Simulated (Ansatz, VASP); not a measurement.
Hf: VASP beside Ansatz

INCAR

```
  ALGO = Normal
  DIPOL = 0.5 0.5 0.355
  EDIFF = 1E-6
  ENCUT = 400
  GGA = PE
  GGA_COMPAT = False
  IDIPOL = 3
  ISIF = 2
  ISMEAR = 1
  LASPH = True
  LCHARG = False
  LDIPOL = True
  LREAL = False
  LWAVE = False
  NBANDS = 72
  NELM = 120
  NELMDL = -8
  PREC = Accurate
  SIGMA = 0.1
```

File KPOINTS:

```
k-points
0
Gamma
  9 9 1
```

File POSCAR:

```
Hf
1.0
    0.0000000292      5.5553847950      0.0000000000
   -4.8111043748     -2.7776923722      0.0000000000
    0.0000000000      0.0000000000     27.3535424918
Hf
12
Direct
    0.6666666667      0.6666666667      0.2193500166
    0.3333333333      1.0000000000      0.2193500166
    0.0000000000      0.3333333333      0.2193500166
    0.3333333333      0.3333333333      0.3056810800
    0.0000000000      0.6666666667      0.3058096807
    0.6666666667      0.0000000000      0.3060887830
    0.6646906098      0.6776650324      0.4017966984
    0.3463077559      1.0019760569      0.4017966984
   -0.0109983657      0.3203589107      0.4017966984
    0.3333333333      0.3333333333      0.4887830385
    0.0000000000      0.6666666667      0.4878132932
    0.6666666667      0.0000000000      0.5049519539
```

Input for Ansatz:

```yaml
crystal:
  lattice:
    - [2.92e-08, 5.555384795, 0.0]
    - [-4.8111043748, -2.7776923722, 0.0]
    - [0.0, 0.0, 27.3535424918]
  atoms:
    - { symbol: Hf, position: [0.6666666667, 0.6666666667, 0.2193500166] }
    - { symbol: Hf, position: [0.3333333333, 1.0, 0.2193500166] }
    - { symbol: Hf, position: [0.0, 0.3333333333, 0.2193500166] }
    - { symbol: Hf, position: [0.3333333333, 0.3333333333, 0.30568108] }
    - { symbol: Hf, position: [0.0, 0.6666666667, 0.3058096807] }
    - { symbol: Hf, position: [0.6666666667, 0.0, 0.306088783] }
    - { symbol: Hf, position: [0.6646906098, 0.6776650324, 0.4017966984] }
    - { symbol: Hf, position: [0.3463077559, 1.0019760569, 0.4017966984] }
    - { symbol: Hf, position: [-0.0109983657, 0.3203589107, 0.4017966984] }
    - { symbol: Hf, position: [0.3333333333, 0.3333333333, 0.4887830385] }
    - { symbol: Hf, position: [0.0, 0.6666666667, 0.4878132932] }
    - { symbol: Hf, position: [0.6666666667, 0.0, 0.5049519539] }
basis:
  ecutwfc: 420
kpoints:
  mp_grid: { grid: [9, 9, 1] }
hamiltonian:
  xc: pbe
  pseudopotentials: { kind: paw, azcp: { folder: soft_1 } }
scf:
  occupations: { method: methfessel_paxton, width: 0.1 }
  n_extra_bands: 14
  max_iter: 160
output:
  forces: true
  eigenvalues: true
  write_density: true
  write_potential: true
  elf: true
  volumetric_format: npy
efield:
  axis: 3
  dipole_correction: true
```

Alike in both runs: task single point; functional PBE; k mesh 9 × 9 × 1; occupations methfessel-paxton of order 1, width 0.1 eV; no spin polarisation.

|  | VASP | Ansatz |
| --- | --- | --- |
| version | VASP 6.6.1 | Ansatz 0.2.0 |
| potentials or method | VASP PAW PBE potentials, release 64 (Hf_pv), cutoff 400 eV | scalar-relativistic, plane waves, PAW |
| valence electrons in the cell | 120 | 312 |

```tsv
	VASP	Ansatz	Ansatz less VASP
gap on the k mesh at the Fermi level (eV)	none	none	-
rms of the force components (eV/Å)	0.244	0.233	-0.0108
```

Atom by atom the forces differ by 0.019 eV/Å (rms over components). A gap of «none» marks a metal or a gap that the smearing closes. VASP's potentials hold 120 valence electrons a cell and Ansatz's 312, so a difference there can come from the potentials and not from the codes. Ansatz's warnings: xc potential rough in thin density.

Neither program's run includes spin-orbit coupling.
